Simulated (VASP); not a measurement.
Here is a VASP 6.6.1 calculation.

Contents of POSCAR:

```
SnTe
1.0
   -0.2708359500      3.6111460000      3.6111460000
    3.3403100500      0.0000000000      3.3403100500
    3.6111460000      3.6111460000     -0.2708359500
Sn Te
1 1
Direct
    0.0000000000      0.0000000000      0.0000000000
    0.7500000000      0.7500000000      0.7500000000
```

Contents of INCAR.step1:

```
PREC = Accurate ; ENCUT = 520
ISMEAR = 0 ; SIGMA = 0.03
LREAL = False ; LASPH = True
NELM = 100 ; NBANDS = 17
GGA = PE ; ALGO = Normal
EDIFF = 1E-4 ; LWAVE = True
LCHARG = False
```

INCAR.step2

```
PREC = Accurate ; ENCUT = 520
EDIFF = 1E-7 ; ISMEAR = 0
SIGMA = 0.03 ; LREAL = False
LASPH = True ; NELM = 100
ALGO = Normal ; ISIF = 2
LWAVE = False ; LCHARG = True
METAGGA = R2SCAN ; LMIXTAU = True
LELF = True ; LVHAR = True
NBANDS = 17 ; ISTART = 1
```

The input KPOINTS:

```
regular mesh
0
Gamma
  8 8 8
```

Potentials or basis: VASP PAW PBE potentials, release 64 (Sn_d, Te).

Launch:

```sh
$ cat potpaw_PBE.64/Sn_d/POTCAR potpaw_PBE.64/Te/POTCAR > POTCAR
$ cp INCAR.step1 INCAR
$ mpirun -np 1 vasp_std > vasp.out
$ cp INCAR.step2 INCAR
$ mpirun -np 1 vasp_std > vasp.out
```

Question: Estimate the band gap on the k mesh.

Answer: 0.21 eV, indirect (least direct gap 0.96 eV).

Question: Predict the pressure.

Answer: -0.2 GPa.

Forces on the atoms (eV/Å):
```
Sn   0.000  0.511  0.000
Te   0.000 -0.511  0.000
```

Caveat: the cell differs from its parent crystal (strain -0.1500 x Voigt [0, 0, 0, 0, 1, 0]); the PAW data sets were made with another functional, which shifts forces and pressure a little; spin-orbit coupling is left out, which moves the levels of the heavy elements. A k mesh can miss the band edges.
